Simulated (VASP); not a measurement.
Sr2C, 3 atoms in the cell. It takes space group Fm-3m (No. 225, cubic). The conventional cell has a = 6.852 Å, b = 6.852 Å, c = 6.852 Å, α = 90.00°, β = 90.00°, γ = 90.00°. C (site symmetry m-3m) has 8 Sr at 2.97 Å within 3.9 Å. Within 3.9 Å of Sr (site symmetry -43m) lie 4 C at 2.97 Å and 6 Sr at 3.43 Å.  This cell differs from its parent crystal: volume changed by +6%.

```yaml
Program: VASP 6.6.1
Task: single point
Functional: r2SCAN
Potentials_or_basis: VASP PAW PBE potentials, release 64 (C, Sr_sv)
Cutoff: 520 eV
k_mesh: 6 × 6 × 6
Occupations: fermi-dirac, width 0.02 eV
Spin: no spin polarisation
Dipole_correction: no
Further_INCAR_settings: ALGO = Normal; EDIFF = 1e-06; NBANDS = 19
```

Potentials or basis: VASP PAW PBE potentials, release 64 (C, Sr_sv).

Command:

```sh
$ cat potpaw_PBE.64/C/POTCAR potpaw_PBE.64/Sr_sv/POTCAR > POTCAR
$ cp INCAR.step1 INCAR
$ mpirun -np 1 vasp_std > vasp.out
$ cp INCAR.step2 INCAR
$ mpirun -np 1 vasp_std > vasp.out
```

Hardware: 1 thread of AMD EPYC 7R13, with other jobs on the host.

Question: Estimate the wall time of this run.

Answer: It took 2.9 min on 1 thread of AMD EPYC 7R13, with other jobs on the host, peak memory 0.19 GiB. Counts: k points 16.
